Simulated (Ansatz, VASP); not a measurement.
# Rh in VASP and in Ansatz

INCAR

```
SYSTEM = Rh
ALGO = Fast
EDIFF = 1E-6
EDIFFG = -0.015
ENCUT = 600
GGA = PE
IBRION = 2
ISIF = 3
ISMEAR = 0
LASPH = .TRUE.
LCHARG = .FALSE.
LREAL = .FALSE.
LWAVE = .FALSE.
NELM = 100
NSW = 80
PREC = Accurate
SIGMA = 0.1
```

The input KPOINTS:

```
k-points
0
G
  16 10 10
  0 0 0
```

Contents of POSCAR:

```
Rh
1.0
    1.3624037350      2.3597524896      0.0000000000
    0.0000000000      0.0000000000      4.3843999660
    4.0872112052     -2.3597524895      0.0000000000
Rh
4
Direct
    0.5000000000      0.7500000000      0.1666666667
    1.0000000000      0.7500000000      0.6666666667
    0.5000000000      0.2500000000      0.8333333333
    0.0000000000      0.2500000000      0.3333333333
```

Input for Ansatz:

```yaml
crystal:
  lattice:
    - [1.362403735, 2.3597524896, 0.0]
    - [0.0, 0.0, 4.384399966]
    - [4.0872112052, -2.3597524895, 0.0]
  atoms:
    - { symbol: Rh, position: [0.5, 0.75, 0.1666666667] }
    - { symbol: Rh, position: [1.0, 0.75, 0.6666666667] }
    - { symbol: Rh, position: [0.5, 0.25, 0.8333333333] }
    - { symbol: Rh, position: [0.0, 0.25, 0.3333333333] }
basis:
  ecutwfc: 420
kpoints:
  mp_grid: { grid: [16, 10, 10] }
hamiltonian:
  xc: pbe
scf:
  occupations: { method: gaussian, width: 0.1 }
output:
  forces: true
  stress: true
  eigenvalues: true
relax:
  adjacent_minimum: "off"
  f_tol: 0.015
  max_steps: 60
  cell: { stress_tol: 0.15 }
```

Alike in both runs: task relaxation of cell and atoms; functional PBE; k mesh 16 × 10 × 10; occupations gaussian, width 0.1 eV; no spin polarisation.

|  | VASP | Ansatz |
| --- | --- | --- |
| version | VASP 6.6.1 | Ansatz 0.2.0 |
| potentials or method | VASP PAW PBE potentials, release 64 (Rh_pv), cutoff 600 eV | scalar-relativistic, plane waves, PAW |
| valence electrons in the cell | 60 | 68 |

Ansatz gave:

| Property | Result |
| --- | --- |
| gap on the k mesh at the Fermi level, each at its own relaxed structure (eV) | none |
| relaxed volume (Å³/atom) | 14.10 |
| relaxed length of the cell vector where the two differ most in proportion (Å) | 4.719 |

What did VASP give for the same quantities?

gap on the k mesh at the Fermi level, each at its own relaxed structure (eV): none; relaxed volume (Å³/atom): 14.10; relaxed length of the cell vector where the two differ most in proportion (Å): 4.718.

A gap of «none» marks a metal or a gap that the smearing closes. VASP's potentials hold 60 valence electrons a cell and Ansatz's 68, so a difference there can come from the potentials and not from the codes.
